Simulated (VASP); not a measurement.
# KRh (L10 type): relaxation of cell and atoms with LDA

The system is KRh (L10 type).

```
K Rh
1.0
     3.58716    0.00000    0.00000
     0.00000    3.58716    0.00000
     0.00000    0.00000    4.87854
K Rh
1 1
Cartesian
  0.0000 0.0000 0.0000
  1.7936 1.7936 2.4393
```

| Item | Value |
| --- | --- |
| Program | VASP 6.6.1 |
| Task | relaxation of cell and atoms |
| Functional | LDA |
| Potentials or basis | VASP PAW LDA potentials, release 64 (K_sv, Rh_pv) |
| Cutoff | 600 eV |
| k mesh | 9 × 9 × 7 |
| Occupations | fermi-dirac, width 0.05 eV |
| Spin | no spin polarisation |
| Dipole correction | no |
| Further INCAR settings | ALGO = Normal; EDIFF = 1e-06; IBRION = 2; EDIFFG = -0.005; NSW = 100; ISIF = 3 |

```yaml
Relaxed_volume: 18.98 Å³/atom
Relaxed_cell: a = 2.707 Å, b = 2.707 Å, c = 5.182 Å, α = 90.00°, β = 90.00°, γ = 90.00°
Space_group_after_relaxing_to_0.1_Å: P4/mmm (No. 123)
Pressure_after_relaxing: 0.0 GPa
Band_gap_on_the_k_mesh: zero (bands 12 and 13 overlap by 1.89 eV)
```

Final structure:
```
K Rh
1.0
     2.70656    0.00000    0.00000
     0.00000    2.70656    0.00000
     0.00000    0.00000    5.18178
K Rh
1 1
Direct
  0.00000 0.00000 0.00000
  0.50000 0.50000 0.50000
```

Levels at points of the mesh, in eV from the Fermi level:
| k point | band 8 | band 9 | band 10 | band 11 | band 12 | band 13 | band 14 | band 15 | band 16 |
| --- | --- | --- | --- | --- | --- | --- | --- | --- | --- |
| (0.00, 0.00, 0.00) | -4.90 | -3.63 | -2.60 | -0.11 | -0.11 | 0.71 | 2.62 | 2.84 | 3.38 |

It took 12 min on 1 thread of AMD EPYC 7R43 64-Core Processor (Zen 3), with other jobs on the host, peak memory 0.19 GiB.

Caveat: the volume moved by over 15 % at a fixed basis, so the end points are rough.
